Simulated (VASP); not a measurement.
**BN: elastic constants with LDA**

BN:

```
B N
1.0
     0.00000    1.78303    1.78303
     1.78303    0.00000    1.78303
     1.78303    1.78303    0.00000
B N
1 1
Direct
  0.00000 0.00000 0.00000
  0.75000 0.75000 0.75000
```

| Quantity | Value |
| --- | --- |
| Program | VASP 6.6.1 |
| Task | elastic constants |
| Functional | LDA |
| Potentials or basis | VASP PAW LDA potentials, release 64 (B, N) |
| Cutoff | 600 eV |
| k mesh | 12 × 12 × 12 |
| Occupations | gaussian, width 0.01 eV |
| Spin | no spin polarisation |
| Dipole correction | no |
| Ions in elastic constants | relaxed |
| Further INCAR settings | ALGO = Normal; EDIFF = 1e-08; NBANDS = 11; IBRION = 6; POTIM = 0.015; NSW = 1; ISIF = 3 |

```yaml
Elastic_constants_C11_C12_C44: 842, 204, 490 GPa
Voigt_bulk_modulus: 417 GPa
Highest_phonon_frequency_at_Γ_LO-TO_splitting_left_out: 1086 cm⁻¹
```

Phonon frequencies in cm⁻¹ (negative: imaginary):
```csv
q point,frequencies
"(0.000, 0.000, 0.000)",0 0 0 1086 1086 1086
```

Elastic tensor in Voigt notation (GPa, in the Cartesian axes of the cell as first typed):
```
842 204 204   0   0   0
204 842 204   0   0   0
204 204 842   0   0   0
  0   0   0 490   0   0
  0   0   0   0 490   0
  0   0   0   0   0 490
```

Clamped-ion elastic tensor (GPa):
```
842 204 204   0   0   0
204 842 204   0   0   0
204 204 842   0   0   0
  0   0   0 497   0   0
  0   0   0   0 497   0
  0   0   0   0   0 497
```

Wall time 3.1 min on 1 thread of AMD EPYC 9R45 96-Core Processor (Zen 5), on a shared host, peak memory 0.19 GiB.

Caveat: the cell is under stress, which shifts elastic constants.
